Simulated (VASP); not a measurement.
Pd:

```
Pd
1.0
     0.00000    1.94650    1.94650
     1.94650    0.00000    1.94650
     1.94650    1.94650    0.00000
Pd
1
Direct
  0.00000 0.00000 0.00000
```

| Quantity | Value |
| --- | --- |
| Program | VASP 6.6.1 |
| Task | relaxation of volume and atoms at fixed shape |
| Functional | LDA |
| Potentials or basis | VASP PAW LDA potentials, release 64 (Pd) |
| Cutoff | 600 eV |
| k mesh | 10 × 10 × 10 |
| Occupations | gaussian, width 0.1 eV |
| Spin | no spin polarisation |

At the start: pressure -8.4 GPa; volume 14.75 Å³/atom.

Task: Where does the relaxation end?

Result: Over 3 steps the energy falls by 16.3 meV/atom and the volume is 14.17 Å³/atom (-3.9 %); space group Fm-3m (No. 225, to 0.05 Å).

Step by step:
```
step  energy change (eV)  largest force (eV/Å)  pressure (GPa)  volume (Å³)
   1              0.0000                0.0000           -8.41        14.75
   2              0.0423                0.0000           20.34        13.16
   3             -0.0163                0.0000           -0.21        14.17
```

Final structure:
```cif
data_structure
_symmetry_space_group_name_H-M 'P 1'
_symmetry_Int_Tables_number 1
_cell_length_a 2.7161
_cell_length_b 2.7161
_cell_length_c 2.7161
_cell_angle_alpha 60.000
_cell_angle_beta 60.000
_cell_angle_gamma 60.000
_cell_volume 14.17
loop_
_atom_site_label
_atom_site_type_symbol
_atom_site_fract_x
_atom_site_fract_y
_atom_site_fract_z
_atom_site_occupancy
Pd1 Pd 0.00000 0.00000 0.00000 1
```
